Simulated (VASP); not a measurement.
Here is a VASP 6.6.1 calculation.

File POSCAR:

```
Ge
1.0
   -2.5572107439      2.5572107439      1.3880337523
    2.5572107439     -2.5572107439      1.3880337523
    2.5572107439      2.5572107439     -1.3880337523
Ge
2
Direct
    0.5000000000      0.5000000000      0.0000000000
    0.2500000000      0.7500000000      0.5000000000
```

The input INCAR.step1:

```
ALGO = Normal
EDIFF = 1E-4
ENCUT = 520
GGA = PE
ISMEAR = -1
LASPH = T
LCHARG = F
LREAL = F
LWAVE = T
NBANDS = 21
NELM = 60
PREC = Accurate
SIGMA = 0.05
```

INCAR.step2

```
ALGO = Normal
EDIFF = 1E-6
ENCUT = 520
ISIF = 2
ISMEAR = -1
ISTART = 1
LASPH = T
LCHARG = F
LMIXTAU = T
LREAL = F
LWAVE = F
METAGGA = R2SCAN
NBANDS = 21
NELM = 60
PREC = Accurate
SIGMA = 0.05
```

KPOINTS

```
k-points
0
Gamma
  11 11 11
```

Potentials or basis: VASP PAW PBE potentials, release 64 (Ge_d).

The run is started by

```console
$ cat potpaw_PBE.64/Ge_d/POTCAR > POTCAR
$ cp INCAR.step1 INCAR
$ mpirun -np 1 vasp_std > vasp.out
$ cp INCAR.step2 INCAR
$ mpirun -np 1 vasp_std > vasp.out
```

(1) What does it give for the band gap on the k mesh?

(2) What does it give for the pressure?

Results:

(1) zero (bands 14 and 15 overlap by 5.08 eV).

(2) 2.1 GPa.

Caveat: the PAW data sets were made with another functional, which shifts forces and pressure a little.
